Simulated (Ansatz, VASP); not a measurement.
MgO in VASP and in Ansatz

```
Mg O
1.0
     0.00000    2.12691    2.12691
     2.12691    0.00000    2.12691
     2.12691    2.12691    0.00000
Mg O
1 1
Cartesian
  0.0000 0.0000 0.0000
  2.1269 2.1269 2.1269
```

Alike in both runs: functional PBE; k mesh 10 × 10 × 10; occupations gaussian, width 0.02 eV; no spin polarisation.

Ansatz relaxed the structure, and its values are those at the end. VASP's run is a single point on that final structure, the one shown.

|  | VASP | Ansatz |
| --- | --- | --- |
| version | VASP 6.6.1 | Ansatz 0.2.0 |
| potentials or method | VASP PAW PBE potentials, release 64 (Mg, O), cutoff 600 eV | scalar-relativistic, plane waves, PAW |
| valence electrons in the cell | 8 | 16 |

Ansatz gave:

- gap on the k mesh at the Fermi level (eV): 4.46
- least direct gap on the mesh (eV): 4.46
- pressure (GPa): 0.0

Task: Which values does VASP return?

Result: gap on the k mesh at the Fermi level (eV): 4.44; least direct gap on the mesh (eV): 4.44; pressure (GPa): -1.0.

With one functional, cell and mesh, what is left measures potentials, basis and numerics. VASP's potentials hold 8 valence electrons a cell and Ansatz's 16, so a difference there can come from the potentials and not from the codes.
